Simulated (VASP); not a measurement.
Wanted: the native input for a VASP 6.6.1 run.

| Property | Result |
| --- | --- |
| Task | relaxation of cell and atoms |
| Functional | PBE |
| Potentials or basis | VASP PAW PBE potentials, release 64 (Ta_pv, N) |
| Cutoff | 600 eV |
| k mesh | 18 × 18 × 8 |
| Occupations | fermi-dirac, width 0.15 eV |
| Spin | no spin polarisation |
| Target pressure | 18 GPa |
| Dipole correction | no |
| Further INCAR settings | ALGO = Normal; EDIFF = 1e-06; IBRION = 2; EDIFFG = -0.001; NSW = 80; ISIF = 3 |

The structure of TaN lies in POSCAR:

```
TaN
1.0
    2.8979928753      0.0000000000      0.0000000000
   -1.4489964376      2.5097354500      0.0000000000
    0.0000000000      0.0000000000      5.8749407349
Ta N
2 2
Direct
    0.0000000000      0.0000000000      0.0000000000
    0.0000000000      0.0000000000      0.5000000000
    0.3333333333      0.6666666667      0.2500000000
    0.6666666667      0.3333333333      0.7500000000
```

The input as run:

INCAR

```
SYSTEM = TaN
ALGO = Normal
EDIFF = 1E-6
EDIFFG = -0.001
ENCUT = 600
GGA = PE
IBRION = 2
ISIF = 3
ISMEAR = -1
LASPH = .TRUE.
LCHARG = .FALSE.
LREAL = .FALSE.
LWAVE = .FALSE.
NELM = 60
NSW = 80
PREC = Accurate
PSTRESS = 180.0
SIGMA = 0.15
```

KPOINTS

```
k-points
0
G
  18 18 8
  0 0 0
```

Potentials or basis: VASP PAW PBE potentials, release 64 (Ta_pv, N).

Run with:

```bash
$ cat potpaw_PBE.64/Ta_pv/POTCAR potpaw_PBE.64/N/POTCAR > POTCAR
$ mpirun -np 1 vasp_std > vasp.out
```

It gave:

```yaml
Relaxed_volume: 10.40 Å³/atom
Relaxed_cell: a = 2.869 Å, b = 2.869 Å, c = 5.831 Å, α = 90.00°, β = 90.00°, γ = 120.00°
Space_group_after_relaxing_to_0.1_Å: P6_3/mmc (No. 194)
Energy_change_on_relaxing_the_run_minimises_the_enthalpy: +22.8 meV/atom
Ionic_steps: 9
Pressure_after_relaxing: 18.0 GPa
Band_gap_on_the_k_mesh: zero (bands 16 and 17 overlap by 1.05 eV)
```

Caveat: the cell is relaxed towards a set pressure, so the run minimises the enthalpy, not the energy; spin-orbit coupling is left out, which moves the levels of the heavy elements.

Wall time 7.8 min on 1 thread of AMD EPYC 9R45 96-Core Processor (Zen 5) (shared host), peak memory 0.29 GiB.
